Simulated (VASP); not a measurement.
# Y (R-3m) in VASP: single point with PBEsol

Aim: the single point of Y with PBEsol.

All numbers are computed with VASP 6.6.1; they aren't measurements. Logs are shortened: lines on timing, memory, paths and dates and some standing lists are left out, and cuts for length are marked.

## 1. The cell of the first run

The typed cell holds 3 atoms: a = 3.519 Å, b = 3.519 Å, c = 8.612 Å, α = 90.00°, β = 90.00°, γ = 120.00°.

This isn't the form of Y at room conditions, which is hcp.

## 2. Single point, PBEsol

File INCAR:

```
  PREC = Accurate
  ENCUT = 520
  EDIFF = 1E-6
  ISMEAR = 0
  SIGMA = 0.1
  LREAL = False
  LASPH = True
  NELM = 80
  ALGO = Fast
  ISIF = 2
  LWAVE = False
  LCHARG = False
  GGA = PS
  NBANDS = 24
```

File KPOINTS:

```
Automatic mesh
0
Gamma
  15 15 6
```

File POSCAR:

```
Y
1.0
    3.5191083899      0.0000000000      0.0000000000
   -1.7595541949      3.0476372643      0.0000000000
    0.0000000000      0.0000000000      8.6122795193
Y
3
Direct
    0.0000000000      0.0000000000      0.0000000000
    0.3333333333      0.6666666667      0.3333333333
    0.6666666667      0.3333333333      0.6666666667
```

Potentials or basis: VASP PAW PBE potentials, release 64 (Y_sv).

Started as:

```console
> cat potpaw_PBE.64/Y_sv/POTCAR > POTCAR
> mpirun -np 1 vasp_std > vasp.out
```

OUTCAR:

```text
PREC = Accurate
   ENCUT = 520
   EDIFF = 1E-6
   ISMEAR = 0
   LREAL = False
   LASPH = True
   NELM = 80
   ISIF = 2
   GGA = PS

 ion  position               nearest neighbor table
   1  0.000  0.000  0.000-   2 3.52   3 3.52   2 3.52   3 3.52   3 3.52   2 3.52
   2  0.333  0.667  0.333-   1 3.52   1 3.52   1 3.52   3 3.52   3 3.52   3 3.52
   3  0.667  0.333  0.667-   1 3.52   1 3.52   1 3.52   2 3.52   2 3.52   2 3.52

  LATTYP: Found a hexagonal cell.
 ALAT       =     3.5191083899
 C/A-ratio  =     2.4472902125

  Lattice vectors:

 A1 = (   3.5191083899,   0.0000000000,   0.0000000000)
 A2 = (  -1.7595541949,   3.0476372643,   0.0000000000)
 A3 = (   0.0000000000,   0.0000000000,   8.6122795193)

Analysis of symmetry for initial positions (statically):
=====================================================================
 Subroutine PRICEL returns following result:

  LATTYP: Found a trigonal (rhomboedric) cell.
 ALAT       =     3.5170020396
 COS(alpha) =     0.4994009155

  Lattice vectors:

 A1 = (   1.7595541946,   1.0158790883,  -2.8707598403)
 A2 = (   0.0000000001,  -2.0317581763,  -2.8707598395)
 A3 = (  -1.7595541948,   1.0158790880,  -2.8707598395)

   3 primitive cells build up your supercell.

 Routine SETGRP: Setting up the symmetry group for a
 hexagonal supercell.

 Subroutine GETGRP returns: Found 12 space group operations
 (whereof 12 operations were pure point group operations)
 out of a pool of 24 trial point group operations.

The static configuration has the point symmetry D_3d.

Analysis of symmetry for dynamics (positions and initial velocities):
=====================================================================
 Subroutine PRICEL returns following result:

  LATTYP: Found a trigonal (rhomboedric) cell.
 ALAT       =     3.5170020396
 COS(alpha) =     0.4994009155

  Lattice vectors:

 A1 = (   1.7595541946,   1.0158790883,  -2.8707598403)
 A2 = (   0.0000000001,  -2.0317581763,  -2.8707598395)
 A3 = (  -1.7595541948,   1.0158790880,  -2.8707598395)

   3 primitive cells build up your supercell.

 Routine SETGRP: Setting up the symmetry group for a
 hexagonal supercell.

 Subroutine GETGRP returns: Found 12 space group operations
 (whereof 12 operations were pure point group operations)
 out of a pool of 24 trial point group operations.

The dynamic configuration has the point symmetry D_3d.

 Subroutine INISYM returns: Found 12 space group operations
 (whereof 12 operations are pure point group operations),
 and found     3 'primitive' translations

----------------------------------------------------------------------------------------

                                     Primitive cell

  volume of cell :      30.7888

  direct lattice vectors                    reciprocal lattice vectors
     1.759554195  1.015879088 -2.870759840     0.284162887  0.164061519 -0.116113277
     0.000000000 -2.031758176 -2.870759839     0.000000000 -0.328123039 -0.116113277
    -1.759554195  1.015879088 -2.870759839    -0.284162887  0.164061519 -0.116113277

  length of vectors
     3.517002040  3.517002039  3.517002039     0.348061807  0.348061807  0.348061807

  position of ions in fractional coordinates (direct lattice)
     0.000000000  0.000000000  0.000000000

  ion indices of the primitive-cell ions
   primitive index   ion index
                 1           1

----------------------------------------------------------------------------------------

 KPOINTS: Automatic mesh

Automatic generation of k-mesh.
 Grid dimensions read from file:
 generate k-points for:   15   15    6

 Generating k-lattice:

  Cartesian coordinates                     Fractional coordinates (reciprocal lattice)
     0.018944192  0.010937435  0.000000000     0.066666667  0.000000000  0.000000000
     0.000000000  0.021874869  0.000000000     0.000000000  0.066666667  0.000000000
     0.000000000  0.000000000  0.019352213     0.000000000  0.000000000  0.166666667

  Length of vectors
     0.021874869  0.021874869  0.019352213

  Shift w.r.t. Gamma in fractional coordinates (k-lattice)
     0.000000000  0.000000000  0.000000000

 Subroutine IBZKPT returns following result:
 ===========================================

 Found    146 irreducible k-points:

 Following reciprocal coordinates:
            Coordinates               Weight
  0.000000  0.000000  0.000000      1.000000
  0.066667  0.000000  0.000000      6.000000
  0.133333  0.000000  0.000000      6.000000
  0.200000  0.000000  0.000000      6.000000
  0.266667  0.000000  0.000000      6.000000
  0.333333  0.000000  0.000000      6.000000
[... 16 lines left out ...]
  0.333333  0.200000  0.000000     12.000000
  0.400000  0.200000  0.000000      6.000000
 [... further k-points ...]
   k-points           NKPTS =    146   k-points in BZ     NKDIM =    146   number of bands    NBANDS=     24
   number of dos      NEDOS =    301   number of ions     NIONS =      3
   total plane-waves  NPLWV =  50176
   dimension x,y,z NGX =    28 NGY =   28 NGZ =   64
   dimension x,y,z NGXF=    56 NGYF=   56 NGZF=  128
   ions per type =               3
   NGX,Y,Z   is equivalent  to a cutoff of  13.23, 13.23, 12.35 a.u.
   NGXF,Y,Z  is equivalent  to a cutoff of  26.45, 26.45, 24.71 a.u.
 SYSTEM =  unknown system
   PREC   = accura    normal or accurate (medium, high low for compatibility)
   ISTART =      0    job   : 0-new  1-cont  2-samecut
   ICHARG =      2    charge: 1-file 2-atom 10-const
   ISPIN  =      1    spin polarized calculation?
   LNONCOLLINEAR =      F non collinear calculations
   LSORBIT =      F    spin-orbit coupling
   LASPH  =      T    aspherical Exc in radial PAW
   ENCUT  =  520.0 eV  38.22 Ry    6.18 a.u.   6.54  6.54 16.01*2*pi/ulx,y,z
   NELM   =     80;   NELMIN=  2; NELMDL= -5     # of ELM steps
   EDIFF  = 0.1E-05   stopping-criterion for ELM
   LREAL  =      F    real-space projection
   EDIFFG = 0.1E-04   stopping-criterion for IOM
   NSW    =      0    number of steps for IOM
   IBRION =     -1    ionic relax: 0-MD 1-quasi-New 2-CG
   NFREE  =      0    steps in history (QN), initial steepest desc. (CG)
   ISIF   =      2    stress and relaxation
   ISYM   =      2    0-nonsym 1-usesym 2-fastsym
   POTIM  = 0.5000    time-step for ionic-motion
   TEBEG  =    0.0;   TEEND  =   0.0 temperature during run
   PSTRESS=    0.0 pullay stress
   NELECT =      33.0000    total number of electrons
   NUPDOWN=      -1.0000    fix difference up-down
   EMIN   =  10.00;   EMAX   =-10.00  energy-range for DOS
   EFERMI =   0.00;   METHOD = LEGACY
   ISMEAR =     0;   SIGMA  =   0.10  broadening in eV -4-tet -1-fermi 0-gaus
   EFERMI_NEDOS =   21; number of points for ismear=-14 and -15
   IALGO  =     68    algorithm
   IMIX   =      4    mixing-type and parameters
     AMIX     =   0.40;   BMIX     =  1.00
     AMIX_MAG =   1.60;   BMIX_MAG =  1.00
  volume/ion in A,a.u.               =      30.79       207.77
  Fermi-wavevector in a.u.,A,eV,Ry     =   1.161649  2.195198 18.360078  1.349428
  Thomas-Fermi vector in A             =   2.298218
   LORBIT       =      0    0 simple, 1 ext, 2 COOP (PROOUT), +10 PAW based schemes
   GGA     = PS    functional components
   LHFCALC =     F    Hartree Fock is set to
   AEXX    =    0.0000 exact exchange contribution
   IVDW    =     0    specifies the selected vdW correction
   LEPSILON=     F    determine dielectric tensor
   LRPA    =     F    only Hartree local field effects (RPA)
 non-spin polarized calculation
 RMM-DIIS sequential band-by-band and
 Gauss-broadening in eV      SIGMA  =   0.10
  energy-cutoff  :      520.00
  volume of cell :       92.37
 maximum number of plane-waves:      2535
 NGX is ok and might be reduce to    28
   NGX = 13   NGY = 13   NGZ = 33

 number of electron      33.0000001 magnetization

 Free energy of the ion-electron system (eV)
  ---------------------------------------------------
  ext. energy  EPLUGINS =         0.00000000
  ---------------------------------------------------
  free energy    TOTEN  =       -20.41695098 eV

  energy without entropy =      -20.39574381  energy(sigma->0) =      -20.40634740

 E-fermi :   3.2515     XC(G=0):  -9.7868

 val. band max:        3.2499724945   @ k =   0.4000   0.0000   0.1667
 cond. band min:       3.2600576637   @ k =   0.4000   0.0000   0.0000
 fundamental gap:      0.0100851692
 Fermi energy:         3.2515282229

 k-point     1 :       0.0000    0.0000    0.0000
  band No.  band energies     occupation
      1     -39.2031      2.00000
      2     -39.1400      2.00000
      3     -39.1400      2.00000
      4     -19.3985      2.00000
      5     -19.3985      2.00000
      6     -18.9414      2.00000
[... 16 lines left out ...]
     23       5.1587      0.00000
     24       5.1587      0.00000

 k-point     2 :       0.0667    0.0000    0.0000
  band No.  band energies     occupation
      1     -39.1999      2.00000
      2     -39.1381      2.00000
      3     -39.1380      2.00000
      4     -19.3950      2.00000
      5     -19.3943      2.00000
      6     -18.9723      2.00000
[... 16 lines left out ...]
     23       5.2376      0.00000
     24       5.2645      0.00000

 k-point     3 :       0.1333    0.0000    0.0000
  band No.  band energies     occupation
      1     -39.1907      2.00000
      2     -39.1328      2.00000
      3     -39.1323      2.00000
      4     -19.3879      2.00000
      5     -19.3822      2.00000
      6     -19.0362      2.00000
[... 16 lines left out ...]
     23       5.4792      0.00000
     24       5.5575      0.00000

 k-point     4 :       0.2000    0.0000    0.0000
  band No.  band energies     occupation
      1     -39.1769      2.00000
      2     -39.1253      2.00000
      3     -39.1237      2.00000
      4     -19.3864      2.00000
      5     -19.3691      2.00000
      6     -19.1146      2.00000
[... 16 lines left out ...]
     23       5.7994      0.00000
     24       6.0296      0.00000

 k-point     5 :       0.2667    0.0000    0.0000
  band No.  band energies     occupation
      1     -39.1604      2.00000
      2     -39.1174      2.00000
      3     -39.1137      2.00000
      4     -19.4034      2.00000
      5     -19.3762      2.00000
      6     -19.2071      2.00000
[... 16 lines left out ...]
     23       5.9326      0.00000
     24       6.6627      0.00000

 k-point     6 :       0.3333    0.0000    0.0000
  band No.  band energies     occupation
      1     -39.1433      2.00000
      2     -39.1110      2.00000
      3     -39.1040      2.00000
      4     -19.4421      2.00000
      5     -19.4211      2.00000
      6     -19.3249      2.00000
[... 16 lines left out ...]
     23       5.8141      0.00000
     24       7.1664      0.00000
[... 379 lines left out ...]
 k-point    21 :       0.2000    0.2000    0.0000
  band No.  band energies     occupation
      1     -39.1395      2.00000
      2     -39.1055      2.00000
      3     -39.1055      2.00000
      4     -19.4094      2.00000
      5     -19.4094      2.00000
      6     -19.2994      2.00000
[... 16 lines left out ...]
     23       6.3228      0.00000
     24       6.5845      0.00000

 k-point    22 :       0.2667    0.2000    0.0000
  band No.  band energies     occupation
      1     -39.1254      2.00000
      2     -39.1018      2.00000
      3     -39.0988      2.00000
      4     -19.4300      2.00000
      5     -19.4261      2.00000
      6     -19.3606      2.00000
[... 16 lines left out ...]
     23       6.2960      0.00000
     24       6.8613      0.00000

 k-point    23 :       0.3333    0.2000    0.0000
  band No.  band energies     occupation
      1     -39.1137      2.00000
      2     -39.1015      2.00000
      3     -39.0943      2.00000
      4     -19.4414      2.00000
      5     -19.4357      2.00000
      6     -19.4050      2.00000
[... 16 lines left out ...]
     23       6.0746      0.00000
     24       7.1995      0.00000

 k-point    24 :       0.4000    0.2000    0.0000
  band No.  band energies     occupation
      1     -39.1055      2.00000
      2     -39.1055      2.00000
      3     -39.0927      2.00000
      4     -19.4445      2.00000
      5     -19.4299      2.00000
      6     -19.4299      2.00000
[... 16 lines left out ...]
     23       5.9457      0.00000
     24       7.4261      0.00000

 [... further k-points ...]
[... 5 lines left out ...]
  --------------------------------------------------------------------------------------
  -------------------------------------------------------------------------------------
  Total       -0.0725199     -0.0725199     -0.0843622     -0.0000000      0.0000000     -0.0000000
  in kB       -1.2579227     -1.2579227     -1.4633379     -0.0000000      0.0000000     -0.0000000
  external PRESSURE =      -1.3263944 kB  Pullay stress =       0.0000000 kB

 VOLUME and BASIS-vectors are now :
 -----------------------------------------------------------------------------
  energy-cutoff  :      520.00
  volume of cell :       92.37
      direct lattice vectors                 reciprocal lattice vectors
     3.519108390  0.000000000  0.000000000     0.284162887  0.164061519  0.000000000
    -1.759554195  3.047637264  0.000000000     0.000000000  0.328123039  0.000000000
     0.000000000  0.000000000  8.612279519     0.000000000  0.000000000  0.116113277

 POSITION                                       TOTAL-FORCE (eV/Angst)
 -----------------------------------------------------------------------------------
      0.00000      0.00000      0.00000        -0.000000     -0.000000      0.000000
     -0.00000      2.03176      2.87076         0.000000      0.000000     -0.000000
      1.75955      1.01588      5.74152         0.000000     -0.000000      0.000000
 -----------------------------------------------------------------------------------
    total drift:                               -0.000000      0.000000     -0.000000

  FREE ENERGIE OF THE ION-ELECTRON SYSTEM (eV)
  ---------------------------------------------------
  free  energy   TOTEN  =       -20.4169509801 eV

  energy  without entropy=      -20.3957438144  energy(sigma->0) =      -20.40634740
```

Run time: 14 min. Hardware: 1 thread of Intel Xeon 8259CL, shared host; peak memory 0.43 GiB.

What came out:

| Quantity | Value |
| --- | --- |
| Free energy | -20.4170 eV |
| Pressure | -0.1 GPa |
| Band gap on the k mesh | zero (an odd number of electrons rules out a gap without spin polarisation) |

Levels at points of the mesh, in eV from the Fermi level:
| k point | band 13 | band 14 | band 15 | band 16 | band 17 | band 18 | band 19 | band 20 | band 21 | band 22 |
| --- | --- | --- | --- | --- | --- | --- | --- | --- | --- | --- |
| (0.00, 0.00, 0.00) | -4.85 | -2.67 | -2.67 | 0.54 | 0.54 | 1.83 | 1.83 | 1.84 | 1.91 | 1.91 |
| (0.00, 0.00, 0.50) | -4.15 | -4.15 | -2.06 | 0.81 | 1.18 | 1.18 | 1.65 | 1.65 | 2.09 | 2.09 |

Caveat: the PAW data sets were made with another functional, which shifts forces and pressure a little.
